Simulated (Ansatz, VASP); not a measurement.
One calculation of Ge, two programs

```
CELL_PARAMETERS angstrom
3.97076 0.00000 0.00000
-1.98538 3.43878 0.00000
0.00000 0.00000 6.55509
ATOMIC_POSITIONS crystal
Ge 0.33333 0.66667 0.93710
Ge 0.66667 0.33333 0.43710
Ge 0.33333 0.66667 0.56290
Ge 0.66667 0.33333 0.06290
```

Alike in both runs: task single point; functional LDA; k mesh 8 × 8 × 4; occupations fermi-dirac, width 0.05 eV; no spin polarisation.

```csv
,VASP,Ansatz
version,VASP 6.6.1,Ansatz 0.2.0
potentials or method,"VASP PAW LDA potentials, release 64 (Ge_d)",Ansatz PAW
plane-wave cutoff (eV),520,420
valence electrons in the cell,56,56
```

```tsv
	VASP	Ansatz	Ansatz less VASP
pressure (GPa)	-0.5	-0.6	-0.11
traceless stress, the component that is largest in VASP (GPa)	-0.21	-0.20	+0.008
```

LDA's correlation is that of Perdew and Zunger in VASP and of Perdew and Wang (1992) in Ansatz.
